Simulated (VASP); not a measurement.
Wanted: the native input for a VASP 6.6.1 run.

- Task: single point
- Functional: r2SCAN
- Potentials or basis: VASP PAW PBE potentials, release 64 (Si, C)
- Cutoff: 520 eV
- k mesh: 9 × 6 × 1
- Occupations: gaussian, width 0.05 eV
- Spin: no spin polarisation
- Dipole correction: yes
- Further INCAR settings: LREAL = Auto; ALGO = Normal; EDIFF = 1e-06; NBANDS = 46

SiC, a slab with vacuum:

```xyz
16
Lattice="3.0804 0.0000 0.0000 0.0000 4.3563 0.0000 0.0000 0.0000 25.7813" Properties=species:S:1:pos:R:3 pbc="T T T"
Si    1.5402    1.9896    7.7423
Si    0.0000    0.0228    8.9833
Si    1.5402    2.1899   10.5923
Si    0.0000    0.0203   12.1157
Si    1.5402    2.1985   13.6656
Si    0.0000    0.0118   15.1890
Si    1.5402    2.2010   16.7980
Si    0.0000   -0.1885   18.0390
C     0.0000    1.1442    7.5126
C     1.5402    3.3148    9.0236
C     0.0000    1.0994   10.5773
C     1.5402    3.2877   12.1199
C     0.0000    1.1096   13.6614
C     1.5402    3.2776   15.2040
C     0.0000    1.1367   16.7577
C     1.5402    3.3224   18.2686
```

One way to write it, as run:

POSCAR

```
SiC
1.0
    3.0803621794      0.0000000000      0.0000000000
    0.0000000000      4.3562899711      0.0000000000
    0.0000000000      0.0000000000     25.7812676278
Si C
8 8
Direct
    0.5000000000      0.4567122326      0.3003073427
    0.0000000000      0.0052405839      0.3484431129
    0.5000000000      0.5026938767      0.4108511719
    0.0000000000      0.0046605421      0.4699420634
    0.5000000000      0.5046628208      0.5300584754
    0.0000000000      0.0027026015      0.5891495412
    0.5000000000      0.5052519501      0.6515572587
    0.0000000000     -0.0432755711      0.6996923411
    0.0000000000      0.2626562686      0.2913981208
    0.5000000000      0.7609165664      0.3500063316
    0.0000000000      0.2523770760      0.4102694858
    0.5000000000      0.7547077245      0.4701050310
    0.0000000000      0.2547098094      0.5298945781
    0.5000000000      0.7523854998      0.5897302011
    0.0000000000      0.2609283189      0.6499932708
    0.5000000000      0.7626697000      0.7086016734
```

INCAR.step1

```
PREC = Accurate
ENCUT = 520
ISMEAR = 0
SIGMA = 0.05
LREAL = Auto
LASPH = True
NELM = 60
LDIPOL = True
IDIPOL = 3
DIPOL = 0.5 0.5 0.500
NBANDS = 46
GGA = PE
ALGO = Normal
EDIFF = 1E-4
LWAVE = True
LCHARG = False
```

INCAR.step2

```
PREC = Accurate
ENCUT = 520
EDIFF = 1E-6
ISMEAR = 0
SIGMA = 0.05
LREAL = Auto
LASPH = True
NELM = 60
ALGO = Normal
ISIF = 2
LWAVE = False
LCHARG = True
LDIPOL = True
IDIPOL = 3
DIPOL = 0.5 0.5 0.500
METAGGA = R2SCAN
LMIXTAU = True
LELF = True
LVHAR = True
LVACPOTAV = True
NBANDS = 46
ISTART = 1
```

KPOINTS

```
Automatic mesh
0
Gamma
  9 6 1
```

Potentials or basis: VASP PAW PBE potentials, release 64 (Si, C).

The run is started by

```sh
$ cat potpaw_PBE.64/Si/POTCAR potpaw_PBE.64/C/POTCAR > POTCAR
$ cp INCAR.step1 INCAR
$ mpirun -np 1 vasp_std > vasp.out
$ cp INCAR.step2 INCAR
$ mpirun -np 1 vasp_std > vasp.out
```

It gave:

```yaml
Largest_force: 0.024 eV/Å
Band_gap_on_the_k_mesh: 0.77 eV (least direct gap 1.15 eV)
```

Caveat: semilocal functionals underestimate gaps, and a narrow one can read as zero; the PAW data sets were made with another functional, which shifts forces and pressure a little.

Run time: 23 min on 1 thread of AMD EPYC 9R45 96-Core Processor (Zen 5), on a shared host, peak memory 0.5 GiB.
